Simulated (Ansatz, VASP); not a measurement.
# Two plane-wave programs on Hf2As3

```
Hf As
1.0
     7.37550    0.00000    0.00000
     0.00000    7.37550    0.00000
     0.00000    0.00000    3.56726
Hf As
4 6
Cartesian
  2.5107 6.1985 0.0000
  1.1770 2.5107 0.0000
  4.8648 1.1770 0.0000
  6.1985 4.8648 0.0000
  0.0000 0.0000 0.0000
  3.6877 3.6877 0.0000
  1.0169 4.7046 1.7836
  2.6709 1.0169 1.7836
  6.3586 2.6709 1.7836
  4.7046 6.3586 1.7836
```

Alike in both runs: functional PBE; k mesh 6 × 6 × 10; occupations gaussian, width 0.1 eV; no spin polarisation.

Ansatz relaxed the structure, and its values are those at the end. VASP's run is a single point on that final structure, the one shown.

|  | VASP | Ansatz |
| --- | --- | --- |
| version | VASP 6.6.1 | Ansatz 0.2.0 |
| potentials or method | VASP PAW PBE potentials, release 64 (Hf_pv, As), cutoff 520 eV | scalar-relativistic, plane waves, PAW |
| valence electrons in the cell | 70 | 194 |

Ansatz gave:

- gap on the k mesh at the Fermi level (eV): none
- pressure (GPa): 0.0
- rms of the force components (eV/Å): 0.003

Task: Which values does VASP return?

Result: gap on the k mesh at the Fermi level (eV): none; pressure (GPa): -0.2; rms of the force components (eV/Å): 0.005.

A gap of «none» marks a metal or a gap that the smearing closes. With one functional, cell and mesh, what is left measures potentials, basis and numerics. VASP's potentials hold 70 valence electrons a cell and Ansatz's 194, so a difference there can come from the potentials and not from the codes.

Spin-orbit coupling is off throughout.
